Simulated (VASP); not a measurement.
A run of VASP 6.6.1 is set up as follows.

Contents of INCAR:

```
  ALGO = Normal
  EDIFF = 1E-7
  ENCUT = 520
  GGA = PS
  ISIF = 2
  ISMEAR = 0
  IVDW = 12
  LASPH = T
  LCHARG = T
  LELF = T
  LREAL = F
  LVHAR = T
  LWAVE = F
  NBANDS = 11
  NELM = 80
  PREC = Accurate
  SIGMA = 0.05
```

KPOINTS

```
k-points
0
Gamma
  15 15 15
```

The input POSCAR:

```
C
1.0
    1.2290461105      0.7095901028      3.2829684898
   -1.2290461105      0.7095901028      3.2829684898
    0.0000000000     -1.4191802055      3.2829684898
C
2
Direct
    0.1698022480      0.1698022480      0.1698022480
    0.8301977520      0.8301977520      0.8301977520
```

Potentials or basis: VASP PAW PBE potentials, release 64 (C).

The run is started by

```sh
$ cat potpaw_PBE.64/C/POTCAR > POTCAR
$ mpirun -np 1 vasp_std > vasp.out
```

**Question.** Predict the dispersion energy per atom.

**Answer.** -0.113 eV.

**Question.** Predict the largest force.

**Answer.** 1.047 eV/Å.

**Question.** Predict the pressure.

**Answer.** 0.5 GPa.

**Question.** What does it give for the band gap on the k mesh?

**Answer.** 0.64 eV, direct.

Stress tensor (GPa, compression positive):
```
 1.08  0.00  0.00
 0.00  1.08  0.00
 0.00  0.00 -0.58
```

Caveat: the cell differs from its parent crystal (mode 4 frozen in at +0.032 Å and mode 6 at +0.000 Å (largest displacements)); the PAW data sets were made with another functional, which shifts forces and pressure a little. A k mesh can miss the band edges.
